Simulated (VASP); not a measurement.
# Cu (I4/mmm) in VASP: notebook

The runs below take Cu through single point, with LDA.

All numbers are computed with VASP 6.6.1; they aren't measurements. Logs are shortened: lines on timing, memory, paths and dates and some standing lists are left out, and cuts for length are marked.

## (1) The cell of the first run

The structure is tetragonal, space group I4/mmm (No. 139). The conventional cell has a = 2.712 Å, b = 2.712 Å, c = 2.615 Å, α = 90.00°, β = 90.00°, γ = 90.00°. Cu (site symmetry 4/mmm) has 14 Cu at 2.32 to 2.71 Å within 3.1 Å.

## (2) Single point, LDA

The input, INCAR:

```
SYSTEM = Cu
  PREC = Accurate
  ENCUT = 520
  EDIFF = 1E-6
  ISMEAR = 0
  SIGMA = 0.15
  LREAL = .False.
  LASPH = .True.
  NELM = 80
  ALGO = Normal
  ISIF = 2
  LWAVE = .False.
  LCHARG = .True.
  LELF = .True.
  LVHAR = .True.
  NBANDS = 12
```

The input, KPOINTS:

```
regular mesh
0
Gamma
  22 22 22
  0 0 0
```

The input, POSCAR:

```
Cu
1.0
   -1.3560500000      1.3560500000      1.3075500000
    1.3560500000     -1.3560500000      1.3075500000
    1.3560500000      1.3560500000     -1.3075500000
Cu
1
Direct
    0.0000000000      0.0000000000      0.0000000000
```

Potentials or basis: VASP PAW LDA potentials, release 64 (Cu).

The run is started by

```bash
> cat potpaw_LDA.64/Cu/POTCAR > POTCAR
> mpirun -np 1 vasp_std > vasp.out
```

OUTCAR:

```text
SYSTEM = Cu
   PREC = Accurate
   ENCUT = 520
   EDIFF = 1E-6
   ISMEAR = 0
   LREAL = .False.
   LASPH = .True.
   NELM = 80
   ISIF = 2

 ion  position               nearest neighbor table
   1  0.000  0.000  0.000-

  LATTYP: Found a body centered tetragonal cell.
 ALAT       =     2.7121000000
 C/A-ratio  =     0.9642343571

  Lattice vectors:

 A1 = (  -1.3560500000,   1.3560500000,   1.3075500000)
 A2 = (   1.3560500000,  -1.3560500000,   1.3075500000)
 A3 = (   1.3560500000,   1.3560500000,  -1.3075500000)

Analysis of symmetry for initial positions (statically):
=====================================================================
 Subroutine PRICEL returns:
 Original cell was already a primitive cell.

 Routine SETGRP: Setting up the symmetry group for a
 body centered tetragonal supercell.

 Subroutine GETGRP returns: Found 16 space group operations
 (whereof 16 operations were pure point group operations)
 out of a pool of 16 trial point group operations.

The static configuration has the point symmetry D_4h.

Analysis of symmetry for dynamics (positions and initial velocities):
=====================================================================
 Subroutine PRICEL returns:
 Original cell was already a primitive cell.

 Routine SETGRP: Setting up the symmetry group for a
 body centered tetragonal supercell.

 Subroutine GETGRP returns: Found 16 space group operations
 (whereof 16 operations were pure point group operations)
 out of a pool of 16 trial point group operations.

The dynamic configuration has the point symmetry D_4h.

 Subroutine INISYM returns: Found 16 space group operations
 (whereof 16 operations are pure point group operations),
 and found     1 'primitive' translations

----------------------------------------------------------------------------------------

                                     Primitive cell

  volume of cell :       9.6177

  direct lattice vectors                    reciprocal lattice vectors
    -1.356050000  1.356050000  1.307550000     0.000000000  0.368717968  0.382394555
     1.356050000 -1.356050000  1.307550000     0.368717968  0.000000000  0.382394555
     1.356050000  1.356050000 -1.307550000     0.368717968  0.368717968  0.000000000

  length of vectors
     2.321083843  2.321083843  2.321083843     0.531204796  0.531204796  0.521445951

  position of ions in fractional coordinates (direct lattice)
     0.000000000  0.000000000  0.000000000

  ion indices of the primitive-cell ions
   primitive index   ion index
                 1           1

----------------------------------------------------------------------------------------

 KPOINTS: regular mesh

Automatic generation of k-mesh.
 Grid dimensions read from file:
 generate k-points for:   22   22   22

 Generating k-lattice:

  Cartesian coordinates                     Fractional coordinates (reciprocal lattice)
     0.000000000  0.016759908  0.017381571     0.045454545  0.000000000 -0.000000000
     0.016759908  0.000000000  0.017381571     0.000000000  0.045454545 -0.000000000
     0.016759908  0.016759908  0.000000000     0.000000000  0.000000000  0.045454545

  Length of vectors
     0.024145673  0.024145673  0.023702089

  Shift w.r.t. Gamma in fractional coordinates (k-lattice)
     0.000000000  0.000000000  0.000000000

 Subroutine IBZKPT returns following result:
 ===========================================

 Found    834 irreducible k-points:

 Following reciprocal coordinates:
            Coordinates               Weight
  0.000000  0.000000  0.000000      1.000000
  0.045455 -0.000000  0.000000      8.000000
  0.090909 -0.000000  0.000000      8.000000
  0.136364  0.000000 -0.000000      8.000000
  0.181818  0.000000 -0.000000      8.000000
  0.227273  0.000000 -0.000000      8.000000
[... 16 lines left out ...]
  0.500000  0.045455  0.000000     16.000000
 -0.454545  0.045455  0.000000     16.000000
 [... further k-points ...]
   k-points           NKPTS =    834   k-points in BZ     NKDIM =    834   number of bands    NBANDS=     12
   number of dos      NEDOS =    301   number of ions     NIONS =      1
   total plane-waves  NPLWV =   5832
   dimension x,y,z NGX =    18 NGY =   18 NGZ =   18
   dimension x,y,z NGXF=    36 NGYF=   36 NGZF=   36
   ions per type =               1
   NGX,Y,Z   is equivalent  to a cutoff of  12.89, 12.89, 12.89 a.u.
   NGXF,Y,Z  is equivalent  to a cutoff of  25.78, 25.78, 25.78 a.u.
 SYSTEM =  Cu
   PREC   = accura    normal or accurate (medium, high low for compatibility)
   ISTART =      0    job   : 0-new  1-cont  2-samecut
   ICHARG =      2    charge: 1-file 2-atom 10-const
   ISPIN  =      1    spin polarized calculation?
   LNONCOLLINEAR =      F non collinear calculations
   LSORBIT =      F    spin-orbit coupling
   LASPH  =      T    aspherical Exc in radial PAW
   ENCUT  =  520.0 eV  38.22 Ry    6.18 a.u.   4.32  4.32  4.32*2*pi/ulx,y,z
   NELM   =     80;   NELMIN=  2; NELMDL= -5     # of ELM steps
   EDIFF  = 0.1E-05   stopping-criterion for ELM
   LREAL  =      F    real-space projection
   EDIFFG = 0.1E-04   stopping-criterion for IOM
   NSW    =      0    number of steps for IOM
   IBRION =     -1    ionic relax: 0-MD 1-quasi-New 2-CG
   NFREE  =      0    steps in history (QN), initial steepest desc. (CG)
   ISIF   =      2    stress and relaxation
   ISYM   =      2    0-nonsym 1-usesym 2-fastsym
   POTIM  = 0.5000    time-step for ionic-motion
   TEBEG  =    0.0;   TEEND  =   0.0 temperature during run
   PSTRESS=    0.0 pullay stress
   NELECT =      11.0000    total number of electrons
   NUPDOWN=      -1.0000    fix difference up-down
   EMIN   =  10.00;   EMAX   =-10.00  energy-range for DOS
   EFERMI =   0.00;   METHOD = LEGACY
   ISMEAR =     0;   SIGMA  =   0.15  broadening in eV -4-tet -1-fermi 0-gaus
   EFERMI_NEDOS =   21; number of points for ismear=-14 and -15
   IALGO  =     38    algorithm
   IMIX   =      4    mixing-type and parameters
     AMIX     =   0.40;   BMIX     =  1.00
     AMIX_MAG =   1.60;   BMIX_MAG =  1.00
  volume/ion in A,a.u.               =       9.62        64.90
  Fermi-wavevector in a.u.,A,eV,Ry     =   1.712048  3.235301 39.880130  2.931107
  Thomas-Fermi vector in A             =   2.790049
   LORBIT       =      0    0 simple, 1 ext, 2 COOP (PROOUT), +10 PAW based schemes
   GGA     = CA    functional components
   LHFCALC =     F    Hartree Fock is set to
   AEXX    =    0.0000 exact exchange contribution
   IVDW    =     0    specifies the selected vdW correction
   LEPSILON=     F    determine dielectric tensor
   LRPA    =     F    only Hartree local field effects (RPA)
 non-spin polarized calculation
 Gauss-broadening in eV      SIGMA  =   0.15
  energy-cutoff  :      520.00
  volume of cell :        9.62
 maximum number of plane-waves:       267
 NGX is ok and might be reduce to    18
   NGX =  9   NGY =  9   NGZ =  9

 number of electron      10.9999996 magnetization

 Free energy of the ion-electron system (eV)
  ---------------------------------------------------
  ext. energy  EPLUGINS =         0.00000000
  ---------------------------------------------------
  free energy    TOTEN  =        -4.54284579 eV

  energy without entropy =       -4.53931125  energy(sigma->0) =       -4.54107852

 E-fermi :  10.2724     XC(G=0): -14.3505

 val. band max:       10.2643835749   @ k =   0.5000   0.3636  -0.0000
 cond. band min:      10.2768085226   @ k =   0.5000   0.3182   0.0455
 fundamental gap:      0.0124249476
 Fermi energy:        10.2724425798

 k-point     1 :       0.0000    0.0000    0.0000
  band No.  band energies     occupation
      1      -0.8046      2.00000
      2       6.1964      2.00000
      3       6.3930      2.00000
      4       6.3930      2.00000
      5       7.6002      2.00000
      6       7.8113      2.00000
      7      36.9497      0.00000
      8      36.9497      0.00000
      9      37.9500      0.00000
     10      42.1829      0.00000
     11      42.9770      0.00000
     12      43.1025      0.00000

 k-point     2 :       0.0455   -0.0000    0.0000
  band No.  band energies     occupation
      1      -0.7107      2.00000
      2       6.2035      2.00000
      3       6.3905      2.00000
      4       6.4059      2.00000
      5       7.5989      2.00000
      6       7.7947      2.00000
      7      36.4498      0.00000
      8      36.7973      0.00000
      9      37.4430      0.00000
     10      41.6071      0.00000
     11      41.6174      0.00000
     12      42.0480      0.00000

 k-point     3 :       0.0909   -0.0000    0.0000
  band No.  band energies     occupation
      1      -0.4317      2.00000
      2       6.1801      2.00000
      3       6.3795      2.00000
      4       6.4892      2.00000
      5       7.5925      2.00000
      6       7.7560      2.00000
      7      34.7653      0.00000
      8      36.4126      0.00000
      9      36.4980      0.00000
     10      39.8398      0.00000
     11      40.7117      0.00000
     12      41.2723      0.00000

 k-point     4 :       0.1364    0.0000   -0.0000
  band No.  band energies     occupation
      1       0.0235      2.00000
      2       6.0973      2.00000
      3       6.3517      2.00000
      4       6.6715      2.00000
      5       7.5743      2.00000
      6       7.7249      2.00000
      7      32.4091      0.00000
      8      35.3469      0.00000
      9      35.9211      0.00000
     10      38.1282      0.00000
     11      39.8243      0.00000
     12      41.3900      0.00000

 k-point     5 :       0.1818    0.0000   -0.0000
  band No.  band energies     occupation
      1       0.6372      2.00000
      2       5.9767      2.00000
      3       6.3043      2.00000
      4       6.9294      2.00000
      5       7.5522      2.00000
      6       7.7217      2.00000
      7      29.8460      0.00000
      8      34.1060      0.00000
      9      35.3795      0.00000
     10      36.5607      0.00000
     11      39.1500      0.00000
     12      41.9980      0.00000
[... 228 lines left out ...]
      1       3.8077      2.00000
      2       5.3155      2.00000
      3       7.5429      2.00000
      4       7.8255      2.00000
      5       8.1981      2.00000
      6       9.0660      2.00000
      7      17.2308      0.00000
      8      28.7847      0.00000
      9      29.9902      0.00000
     10      34.6182      0.00000
     11      38.5210      0.00000
     12      46.4790      0.00000

 k-point    22 :       0.4545    0.0455   -0.0000
  band No.  band energies     occupation
      1       3.8573      2.00000
      2       5.2776      2.00000
      3       7.6406      2.00000
      4       7.8543      2.00000
      5       8.4231      2.00000
      6       9.5852      2.00000
      7      16.1122      0.00000
      8      28.5395      0.00000
      9      29.7110      0.00000
     10      34.5577      0.00000
     11      38.5340      0.00000
     12      47.0045      0.00000

 k-point    23 :       0.5000    0.0455    0.0000
  band No.  band energies     occupation
      1       3.8562      2.00000
      2       5.2785      2.00000
      3       7.6795      2.00000
      4       7.8081      2.00000
      5       8.4211      2.00000
      6       9.5759      2.00000
      7      16.1359      0.00000
      8      28.5116      0.00000
      9      29.7183      0.00000
     10      34.5721      0.00000
     11      38.5598      0.00000
     12      47.3444      0.00000

 k-point    24 :      -0.4545    0.0455    0.0000
  band No.  band energies     occupation
      1       3.8038      2.00000
      2       5.3179      2.00000
      3       7.6469      2.00000
      4       7.6924      2.00000
      5       8.1936      2.00000
      6       9.0585      2.00000
      7      17.2879      0.00000
      8      28.7023      0.00000
      9      30.0090      0.00000
     10      34.6618      0.00000
     11      38.5998      0.00000
     12      47.5132      0.00000

 [... further k-points ...]
[... 5 lines left out ...]
  --------------------------------------------------------------------------------------
  -------------------------------------------------------------------------------------
  Total        2.0151101      2.0151101      2.0157780      0.0000000      0.0000000      0.0000000
  in kB      335.6909724    335.6909724    335.8022403      0.0000000      0.0000000      0.0000000
  external PRESSURE =     335.7280617 kB  Pullay stress =       0.0000000 kB

 VOLUME and BASIS-vectors are now :
 -----------------------------------------------------------------------------
  energy-cutoff  :      520.00
  volume of cell :        9.62
      direct lattice vectors                 reciprocal lattice vectors
    -1.356050000  1.356050000  1.307550000     0.000000000  0.368717968  0.382394555
     1.356050000 -1.356050000  1.307550000     0.368717968  0.000000000  0.382394555
     1.356050000  1.356050000 -1.307550000     0.368717968  0.368717968  0.000000000

 POSITION                                       TOTAL-FORCE (eV/Angst)
 -----------------------------------------------------------------------------------
      0.00000      0.00000      0.00000         0.000000      0.000000     -0.000000
 -----------------------------------------------------------------------------------
    total drift:                                0.000000      0.000000      0.000000

  FREE ENERGIE OF THE ION-ELECTRON SYSTEM (eV)
  ---------------------------------------------------
  free  energy   TOTEN  =        -4.5428457885 eV

  energy  without entropy=       -4.5393112472  energy(sigma->0) =       -4.54107852
```

Run time: 96 s. Hardware: 1 thread of Intel Xeon 8259CL, shared host; peak memory 0.19 GiB.

Results:

| Quantity | Value |
| --- | --- |
| Free energy | -4.5428 eV |
| Pressure | 33.6 GPa |
| Band gap on the k mesh | zero (an odd number of electrons rules out a gap without spin polarisation) |

Caveat: the cell stands under pressure.

(Part 1 of 2 ends here.)
